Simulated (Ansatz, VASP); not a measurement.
One calculation of Co2Sn, two programs

The input INCAR:

```
SYSTEM = Co2Sn
ALGO = Fast
EDIFF = 1E-6
ENCUT = 520
GGA = PE
ISIF = 2
ISMEAR = 0
ISPIN = 2
LASPH = .True.
LCHARG = .False.
LMAXMIX = 4
LORBIT = 11
LREAL = .False.
LWAVE = .False.
MAGMOM = -3 -3 0
NBANDS = 27
NELM = 150
PREC = Accurate
SIGMA = 0.1
```

File KPOINTS:

```
k-points
0
Gamma
  6 6 4
  0 0 0
```

The input POSCAR:

```
Co2Sn
1.0
    3.3412402600      0.0000000000      0.0000000000
   -1.6706201300      2.8935989500      0.0000000000
    0.0000000000      0.0000000000      5.0412772200
Co Sn
2 1
Direct
    0.6666666700      0.3333333300      0.7554997300
    0.6666666700      0.3333333300      0.2445002700
    0.0000000000      0.0000000000      0.0000000000
```

Input for Ansatz:

```yaml
crystal:
  lattice:
    - [3.34124026, 0.0, 0.0]
    - [-1.67062013, 2.89359895, 0.0]
    - [0.0, 0.0, 5.04127722]
  atoms:
    - { symbol: Co, position: [0.66666667, 0.33333333, 0.75549973], spin: -3.0 }
    - { symbol: Co, position: [0.66666667, 0.33333333, 0.24450027], spin: -3.0 }
    - { symbol: Sn, position: [0.0, 0.0, 0.0] }
basis:
  ecutwfc: 420
kpoints:
  mp_grid: { grid: [6, 6, 4] }
hamiltonian:
  xc: pbe
scf:
  occupations: { method: gaussian, width: 0.1 }
  lower_state_search: "off"
output:
  forces: true
  stress: true
  eigenvalues: true
  populations: true
magnetization:
  spin_polarized: true
```

Alike in both runs: task single point; functional PBE; k mesh 6 × 6 × 4; occupations gaussian, width 0.1 eV; collinear spin.

|  | VASP | Ansatz |
| --- | --- | --- |
| version | VASP 6.6.1 | Ansatz 0.2.0 |
| potentials or method | VASP PAW PBE potentials, release 64 (Co, Sn_d), cutoff 520 eV | scalar-relativistic, plane waves, PAW |
| valence electrons in the cell | 32 | 48 |

|  | VASP | Ansatz | Ansatz less VASP |
| --- | --- | --- | --- |
| gap on the k mesh at the Fermi level (eV) | none | none | - |
| rms of the force components (eV/Å) | 2.447 | 2.436 | -0.0114 |
| net moment per atom (μB) | 0.59 | 0.59 | +0.001 |
| size of the moment on the site where the two differ most (μB) | 0.07 | 0.02 | -0.043 |

Site moments also hang on the region over which each program counts them. Atom by atom the forces differ by 0.011 eV/Å (rms over components). A gap of «none» marks a metal or a gap that the smearing closes. VASP's potentials hold 32 valence electrons a cell and Ansatz's 48, so a difference there can come from the potentials and not from the codes.

The k mesh is coarse, so the values compare programs but aren't converged.
